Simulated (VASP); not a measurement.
# SiB6 in VASP: notebook

The runs below take SiB6 through single point, with PBE.

All numbers are computed with VASP 6.6.1; they aren't measurements. Logs are shortened: lines on timing, memory, paths and dates and some standing lists are left out, and cuts for length are marked.

## Step 1: The cell of the first run

Symmetry: R3m, No. 160, trigonal system. Conventional cell: a = 5.848 Å, b = 5.848 Å, c = 7.481 Å, α = 90.00°, β = 90.00°, γ = 120.00°. Si (site symmetry 3m) has 6 B at 2.18 to 2.49 Å within 2.9 Å. Within 2.3 Å of B (site symmetry m) lie 5 B at 1.70 to 1.78 Å. B (site symmetry m) has 5 B at 1.70 to 1.81 Å and 1 Si at 2.18 Å within 2.3 Å.

## Step 2: Single point, PBE

INCAR reads:

```
PREC = Accurate
ENCUT = 520
EDIFF = 1E-6
ISMEAR = 0
SIGMA = 0.1
LREAL = False
LASPH = True
NELM = 60
ALGO = Normal
ISIF = 2
LWAVE = False
LCHARG = True
GGA = PE
LELF = True
LVHAR = True
NBANDS = 20
```

KPOINTS reads:

```
regular mesh
0
Gamma
  6 6 6
```

POSCAR reads:

```
SiB6
1.0
    2.9237932959      1.6880528465      2.4935136162
   -2.9237932959      1.6880528465      2.4935136162
    0.0000000000     -3.3761056929      2.4935136162
Si B
1 6
Direct
    0.8705054583      0.8705054583      0.8705054583
    0.5292362177      0.5292362177      0.2254083154
    0.5292362177      0.2254083154      0.5292362177
    0.5120492824      0.5120492824      0.8216669273
    0.5120492824      0.8216669273      0.5120492824
    0.8216669273      0.5120492824      0.5120492824
    0.2254083154      0.5292362177      0.5292362177
```

Potentials or basis: VASP PAW PBE potentials, release 64 (Si, B).

Launch:

```
cat potpaw_PBE.64/Si/POTCAR potpaw_PBE.64/B/POTCAR > POTCAR
mpirun -np 1 vasp_std > vasp.out
```

OUTCAR:

```text
PREC = Accurate
   ENCUT = 520
   EDIFF = 1E-6
   ISMEAR = 0
   LREAL = False
   LASPH = True
   NELM = 60
   ISIF = 2
   GGA = PE

 ion  position               nearest neighbor table
   1  0.871  0.871  0.871-   5 2.18   6 2.18   4 2.18   3 2.49   7 2.49   2 2.49
   2  0.529  0.529  0.225-   4 1.70   5 1.74   6 1.74   3 1.78   7 1.78   1 2.49
   3  0.529  0.225  0.529-   5 1.70   4 1.74   6 1.74   7 1.78   2 1.78   1 2.49
   4  0.512  0.512  0.822-   2 1.70   3 1.74   7 1.74   6 1.81   5 1.81   1 2.18
   5  0.512  0.822  0.512-   3 1.70   2 1.74   7 1.74   6 1.81   4 1.81   1 2.18
   6  0.822  0.512  0.512-   7 1.70   2 1.74   3 1.74   5 1.81   4 1.81   1 2.18
   7  0.225  0.529  0.529-   6 1.70   4 1.74   5 1.74   3 1.78   2 1.78   1 2.49

  LATTYP: Found a trigonal (rhomboedric) cell.
 ALAT       =     4.1971061225
 COS(alpha) =     0.0294376798

  Lattice vectors:

 A1 = (   2.9237932959,   1.6880528465,   2.4935136162)
 A2 = (  -2.9237932959,   1.6880528465,   2.4935136162)
 A3 = (   0.0000000000,  -3.3761056929,   2.4935136162)

Analysis of symmetry for initial positions (statically):
=====================================================================
 Subroutine PRICEL returns:
 Original cell was already a primitive cell.

 Routine SETGRP: Setting up the symmetry group for a
 trigonal (rhombohedral) supercell.

 Subroutine GETGRP returns: Found  6 space group operations
 (whereof  6 operations were pure point group operations)
 out of a pool of 12 trial point group operations.

The static configuration has the point symmetry C_3v.

Analysis of symmetry for dynamics (positions and initial velocities):
=====================================================================
 Subroutine PRICEL returns:
 Original cell was already a primitive cell.

 Routine SETGRP: Setting up the symmetry group for a
 trigonal (rhombohedral) supercell.

 Subroutine GETGRP returns: Found  6 space group operations
 (whereof  6 operations were pure point group operations)
 out of a pool of 12 trial point group operations.

The dynamic configuration has the point symmetry C_3v.

 Subroutine INISYM returns: Found  6 space group operations
 (whereof  6 operations are pure point group operations),
 and found     1 'primitive' translations

----------------------------------------------------------------------------------------

                                     Primitive cell

  volume of cell :      73.8407

  direct lattice vectors                    reciprocal lattice vectors
     2.923793296  1.688052846  2.493513616     0.171010721  0.098733086  0.133680174
    -2.923793296  1.688052846  2.493513616    -0.171010721  0.098733086  0.133680174
     0.000000000 -3.376105693  2.493513616     0.000000000 -0.197466172  0.133680174

  length of vectors
     4.197106123  4.197106123  4.197106123     0.238460223  0.238460223  0.238460223

  position of ions in fractional coordinates (direct lattice)
     0.870505458  0.870505458  0.870505458
     0.529236218  0.529236218  0.225408315
     0.529236218  0.225408315  0.529236218
     0.512049282  0.512049282  0.821666927
     0.512049282  0.821666927  0.512049282
     0.821666927  0.512049282  0.512049282
     0.225408315  0.529236218  0.529236218

  ion indices of the primitive-cell ions
   primitive index   ion index
                 1           1
                 2           2
                 3           3
                 4           4
                 5           5
                 6           6
                 7           7

----------------------------------------------------------------------------------------

 KPOINTS: regular mesh

Automatic generation of k-mesh.
 Grid dimensions read from file:
 generate k-points for:    6    6    6

 Generating k-lattice:

  Cartesian coordinates                     Fractional coordinates (reciprocal lattice)
     0.028501787  0.016455514  0.022280029     0.166666667  0.000000000  0.000000000
    -0.028501787  0.016455514  0.022280029     0.000000000  0.166666667  0.000000000
     0.000000000 -0.032911029  0.022280029    -0.000000000 -0.000000000  0.166666667

  Length of vectors
     0.039743370  0.039743370  0.039743370

  Shift w.r.t. Gamma in fractional coordinates (k-lattice)
     0.000000000  0.000000000  0.000000000

 Subroutine IBZKPT returns following result:
 ===========================================

 Found     32 irreducible k-points:

 Following reciprocal coordinates:
            Coordinates               Weight
  0.000000  0.000000  0.000000      1.000000
  0.166667  0.000000 -0.000000      6.000000
  0.333333  0.000000 -0.000000      6.000000
  0.500000  0.000000  0.000000      3.000000
  0.166667  0.166667 -0.000000      6.000000
  0.333333  0.166667  0.000000     12.000000
[... 16 lines left out ...]
  0.500000  0.500000  0.166667      6.000000
 -0.333333  0.500000  0.166667     12.000000
 [... further k-points ...]
   k-points           NKPTS =     32   k-points in BZ     NKDIM =     32   number of bands    NBANDS=     20
   number of dos      NEDOS =    301   number of ions     NIONS =      7
   total plane-waves  NPLWV =  32768
   dimension x,y,z NGX =    32 NGY =   32 NGZ =   32
   dimension x,y,z NGXF=    64 NGYF=   64 NGZF=   64
   ions per type =               1   6
   NGX,Y,Z   is equivalent  to a cutoff of  12.68, 12.68, 12.68 a.u.
   NGXF,Y,Z  is equivalent  to a cutoff of  25.35, 25.35, 25.35 a.u.
 SYSTEM =  unknown system
   PREC   = accura    normal or accurate (medium, high low for compatibility)
   ISTART =      0    job   : 0-new  1-cont  2-samecut
   ICHARG =      2    charge: 1-file 2-atom 10-const
   ISPIN  =      1    spin polarized calculation?
   LNONCOLLINEAR =      F non collinear calculations
   LSORBIT =      F    spin-orbit coupling
   LASPH  =      T    aspherical Exc in radial PAW
   ENCUT  =  520.0 eV  38.22 Ry    6.18 a.u.   7.80  7.80  7.80*2*pi/ulx,y,z
   NELM   =     60;   NELMIN=  2; NELMDL= -5     # of ELM steps
   EDIFF  = 0.1E-05   stopping-criterion for ELM
   LREAL  =      F    real-space projection
   EDIFFG = 0.1E-04   stopping-criterion for IOM
   NSW    =      0    number of steps for IOM
   IBRION =     -1    ionic relax: 0-MD 1-quasi-New 2-CG
   NFREE  =      0    steps in history (QN), initial steepest desc. (CG)
   ISIF   =      2    stress and relaxation
   ISYM   =      2    0-nonsym 1-usesym 2-fastsym
   POTIM  = 0.5000    time-step for ionic-motion
   TEBEG  =    0.0;   TEEND  =   0.0 temperature during run
   PSTRESS=    0.0 pullay stress
   NELECT =      22.0000    total number of electrons
   NUPDOWN=      -1.0000    fix difference up-down
   EMIN   =  10.00;   EMAX   =-10.00  energy-range for DOS
   EFERMI =   0.00;   METHOD = LEGACY
   ISMEAR =     0;   SIGMA  =   0.10  broadening in eV -4-tet -1-fermi 0-gaus
   EFERMI_NEDOS =   21; number of points for ismear=-14 and -15
   IALGO  =     38    algorithm
   IMIX   =      4    mixing-type and parameters
     AMIX     =   0.40;   BMIX     =  1.00
     AMIX_MAG =   1.60;   BMIX_MAG =  1.00
  volume/ion in A,a.u.               =      10.55        71.19
  Fermi-wavevector in a.u.,A,eV,Ry     =   1.093412  2.066249 16.266442  1.195550
  Thomas-Fermi vector in A             =   2.229697
   LORBIT       =      0    0 simple, 1 ext, 2 COOP (PROOUT), +10 PAW based schemes
   GGA     = PE    functional components
   LHFCALC =     F    Hartree Fock is set to
   AEXX    =    0.0000 exact exchange contribution
   IVDW    =     0    specifies the selected vdW correction
   LEPSILON=     F    determine dielectric tensor
   LRPA    =     F    only Hartree local field effects (RPA)
 non-spin polarized calculation
 Gauss-broadening in eV      SIGMA  =   0.10
  energy-cutoff  :      520.00
  volume of cell :       73.84
 maximum number of plane-waves:      2007
   NGX = 15   NGY = 15   NGZ = 15

 number of electron      22.0000001 magnetization

 Free energy of the ion-electron system (eV)
  ---------------------------------------------------
  ext. energy  EPLUGINS =         0.00000000
  ---------------------------------------------------
  free energy    TOTEN  =       -43.53038189 eV

  energy without entropy =      -43.52760142  energy(sigma->0) =      -43.52899166

 E-fermi :   3.9098     XC(G=0): -10.1159

 val. band max:        3.8850732518   @ k =   0.5000   0.0000   0.0000
 cond. band min:       4.2005007673   @ k =   0.3333   0.0000  -0.0000
 fundamental gap:      0.3154275154
 Fermi energy:         3.9097680313

 k-point     1 :       0.0000    0.0000    0.0000
  band No.  band energies     occupation
      1     -10.6708      2.00000
      2      -4.9903      2.00000
      3      -2.6668      2.00000
      4      -2.6668      2.00000
      5      -2.4990      2.00000
      6      -1.6111      2.00000
[... 12 lines left out ...]
     19      10.8799      0.00000
     20      14.1248      0.00000

 k-point     2 :       0.1667    0.0000   -0.0000
  band No.  band energies     occupation
      1     -10.5774      2.00000
      2      -5.3577      2.00000
      3      -3.2256      2.00000
      4      -2.5591      2.00000
      5      -2.3651      2.00000
      6      -1.5378      2.00000
[... 12 lines left out ...]
     19      11.6385      0.00000
     20      13.5445      0.00000

 k-point     3 :       0.3333    0.0000   -0.0000
  band No.  band energies     occupation
      1     -10.3631      2.00000
      2      -6.1211      2.00000
      3      -3.3215      2.00000
      4      -2.3081      2.00000
      5      -2.1518      2.00000
      6      -1.3761      2.00000
[... 12 lines left out ...]
     19      12.4045      0.00000
     20      13.3136      0.00000

 k-point     4 :       0.5000    0.0000    0.0000
  band No.  band energies     occupation
      1     -10.2367      2.00000
      2      -6.4902      2.00000
      3      -3.2595      2.00000
      4      -2.1569      2.00000
      5      -2.0159      2.00000
      6      -1.2856      2.00000
[... 12 lines left out ...]
     19      12.0594      0.00000
     20      14.4718      0.00000

 k-point     5 :       0.1667    0.1667   -0.0000
  band No.  band energies     occupation
      1     -10.4892      2.00000
      2      -5.5244      2.00000
      3      -3.7298      2.00000
      4      -2.6628      2.00000
      5      -2.1599      2.00000
      6      -0.6017      2.00000
[... 12 lines left out ...]
     19      11.7194      0.00000
     20      13.1412      0.00000

 k-point     6 :       0.3333    0.1667    0.0000
  band No.  band energies     occupation
      1     -10.2810      2.00000
      2      -6.0835      2.00000
      3      -3.9862      2.00000
      4      -2.4244      2.00000
      5      -1.9861      2.00000
      6      -0.3528      2.00000
[... 12 lines left out ...]
     19      12.6582      0.00000
     20      13.0174      0.00000

 k-point     7 :       0.5000    0.1667    0.0000
  band No.  band energies     occupation
      1     -10.1550      2.00000
      2      -6.4156      2.00000
      3      -3.9868      2.00000
      4      -2.2556      2.00000
      5      -1.8892      2.00000
      6      -0.3838      2.00000
[... 12 lines left out ...]
     19      12.6219      0.00000
     20      13.8287      0.00000
[... 277 lines left out ...]
 k-point    20 :       0.5000    0.3333    0.1667
  band No.  band energies     occupation
      1      -9.8999      2.00000
      2      -6.2475      2.00000
      3      -4.6788      2.00000
      4      -3.3137      2.00000
      5      -1.5375      2.00000
      6      -0.1702      2.00000
[... 12 lines left out ...]
     19      12.5628      0.00000
     20      12.9873      0.00000

 k-point    21 :      -0.3333    0.3333    0.1667
  band No.  band energies     occupation
      1     -10.0016      2.00000
      2      -6.1123      2.00000
      3      -4.6317      2.00000
      4      -3.4667      2.00000
      5      -0.9976      2.00000
      6      -0.3078      2.00000
[... 12 lines left out ...]
     19      12.8878      0.00000
     20      13.2843      0.00000

 k-point    22 :      -0.1667    0.3333    0.1667
  band No.  band energies     occupation
      1     -10.1915      2.00000
      2      -6.0529      2.00000
      3      -4.1196      2.00000
      4      -3.4634      2.00000
      5      -0.7945      2.00000
      6      -0.1841      2.00000
[... 12 lines left out ...]
     19      12.9395      0.00000
     20      13.2589      0.00000

 k-point    23 :       0.5000    0.5000    0.1667
  band No.  band energies     occupation
      1      -9.7949      2.00000
      2      -6.2659      2.00000
      3      -4.8641      2.00000
      4      -3.2496      2.00000
      5      -2.0046      2.00000
      6      -0.0025      2.00000
[... 12 lines left out ...]
     19      12.1601      0.00000
     20      13.3480      0.00000

 k-point    24 :      -0.3333    0.5000    0.1667
  band No.  band energies     occupation
      1      -9.8940      2.00000
      2      -6.2424      2.00000
      3      -4.6922      2.00000
      4      -3.3935      2.00000
      5      -1.5223      2.00000
      6      -0.1590      2.00000
[... 12 lines left out ...]
     19      12.7475      0.00000
     20      13.0294      0.00000

 [... further k-points ...]

------------------------ aborting loop because EDIFF is reached ----------------------------------------

  FORCE on cell =-STRESS in cart. coord.  units (eV):
  Direction    XX          YY          ZZ          XY          YZ          ZX
  --------------------------------------------------------------------------------------
  -------------------------------------------------------------------------------------
  Total        0.0665191      0.0665191      0.0459442      0.0000000      0.0000000     -0.0000000
  in kB        1.4433152      1.4433152      0.9968860      0.0000000      0.0000000     -0.0000000
  external PRESSURE =       1.2945055 kB  Pullay stress =       0.0000000 kB

 VOLUME and BASIS-vectors are now :
 -----------------------------------------------------------------------------
  energy-cutoff  :      520.00
  volume of cell :       73.84
      direct lattice vectors                 reciprocal lattice vectors
     2.923793296  1.688052846  2.493513616     0.171010721  0.098733086  0.133680174
    -2.923793296  1.688052846  2.493513616    -0.171010721  0.098733086  0.133680174
     0.000000000 -3.376105693  2.493513616     0.000000000 -0.197466172  0.133680174

 POSITION                                       TOTAL-FORCE (eV/Angst)
 -----------------------------------------------------------------------------------
      0.00000      0.00000      6.51185        -0.000000     -0.000000     -0.010451
      0.00000      1.02576      3.20137        -0.000000      0.013403      0.011728
      0.88833     -0.51288      3.20137         0.011608     -0.006702      0.011728
      0.00000     -1.04530      4.60244        -0.000000     -0.007727     -0.008244
     -0.90526      0.52265      4.60244        -0.006692      0.003864     -0.008244
      0.90526      0.52265      4.60244         0.006692      0.003864     -0.008244
     -0.88833     -0.51288      3.20137        -0.011608     -0.006702      0.011728
 -----------------------------------------------------------------------------------
    total drift:                               -0.000000     -0.000000      0.000032

  FREE ENERGIE OF THE ION-ELECTRON SYSTEM (eV)
  ---------------------------------------------------
  free  energy   TOTEN  =       -43.5303818879 eV

  energy  without entropy=      -43.5276014238  energy(sigma->0) =      -43.52899166
```

It took 56 s on 1 thread of Intel Xeon 8259CL, shared host; peak memory 0.18 GiB.

Results:

| Item | Value |
| --- | --- |
| Free energy | -43.5304 eV |
| Pressure | 0.1 GPa |
| Largest force | 0.018 eV/Å |

Forces in eV/Å, atoms in the order of the input:
```
Si   0.000  0.000 -0.010
B    0.000  0.013  0.012
B    0.012 -0.007  0.012
B    0.000 -0.008 -0.008
B   -0.007  0.004 -0.008
B    0.007  0.004 -0.008
B   -0.012 -0.007  0.012
```

## Step 3: Single point, PBE

INCAR reads:

```
PREC = Accurate
ENCUT = 520
EDIFF = 1E-7
ISMEAR = 0
SIGMA = 0.2
LREAL = F
LASPH = T
NELM = 60
ALGO = Normal
ISIF = 2
LWAVE = F
LCHARG = F
GGA = PE
NBANDS = 20
```

KPOINTS reads:

```
Automatic mesh
0
Gamma
  6 6 6
```

POSCAR reads:

```
SiB6
1.0
    4.1964126451      0.0596500042     -0.0604363470
    0.0602458083      4.1965251736     -0.0632737198
   -0.0608439942     -0.0630553763      4.1962333846
Si B
1 6
Direct
   -0.1294945417     -0.1295972041      0.1294850782
    0.2254083154      0.5291914203      0.4708121837
    0.5292674655      0.2253612822      0.4705126169
    0.8216669273      0.5120306650      0.4880252991
    0.5119099565      0.8215457507      0.4880886388
    0.5118984817      0.5118890384      0.1784421670
    0.5293433955      0.5295790476      0.7746340161
```

Potentials or basis: VASP PAW PBE potentials, release 64 (Si, B).

Launch:

```
cat potpaw_PBE.64/Si/POTCAR potpaw_PBE.64/B/POTCAR > POTCAR
mpirun -np 1 vasp_std > vasp.out
```

Wall time 3.1 min (1 thread of Intel Xeon 8259CL, shared host); peak memory 0.26 GiB.

It converged, with:

```yaml
Free_energy: -43.5336 eV
Pressure: 0.1 GPa
Largest_force: 0.029 eV/Å
```

Forces in eV/Å, atoms in the order of the input:
```
Si  -0.013 -0.010  0.011
B   -0.018  0.000 -0.003
B    0.002 -0.016  0.001
B    0.011  0.002 -0.004
B    0.009  0.028 -0.002
B    0.007  0.001 -0.022
B    0.002 -0.005  0.018
```

Levels at points of the mesh, in eV from the Fermi level:
| k point | band 7 | band 8 | band 9 | band 10 | band 11 | band 12 | band 13 | band 14 | band 15 | band 16 |
| --- | --- | --- | --- | --- | --- | --- | --- | --- | --- | --- |
| (0.00, 0.00, 0.00) | -5.58 | -1.65 | -0.60 | -0.17 | -0.17 | 1.46 | 1.47 | 3.17 | 4.36 | 4.36 |
| (0.50, 0.00, 0.00) | -3.54 | -2.35 | -2.26 | -1.62 | -0.13 | -0.09 | 3.23 | 4.04 | 4.71 | 6.11 |
| (0.00, 0.50, 0.00) | -3.55 | -2.35 | -2.26 | -1.61 | -0.13 | -0.09 | 3.24 | 4.03 | 4.70 | 6.12 |
| (0.50, 0.50, 0.00) | -2.64 | -2.56 | -1.76 | -1.62 | -1.06 | 1.79 | 2.07 | 4.56 | 5.74 | 6.05 |
| (0.00, 0.00, 0.50) | -3.55 | -2.35 | -2.26 | -1.61 | -0.13 | -0.09 | 3.24 | 4.03 | 4.70 | 6.12 |
| (0.50, 0.00, 0.50) | -2.64 | -2.56 | -1.76 | -1.62 | -1.06 | 1.79 | 2.07 | 4.56 | 5.74 | 6.05 |
| (0.00, 0.50, 0.50) | -2.64 | -2.56 | -1.76 | -1.62 | -1.06 | 1.79 | 2.07 | 4.56 | 5.73 | 6.05 |
| (0.50, 0.50, 0.50) | -4.74 | -1.85 | -1.43 | -1.43 | -0.76 | 4.82 | 4.83 | 4.83 | 7.06 | 7.07 |

(Part 1 of 2 ends here.)
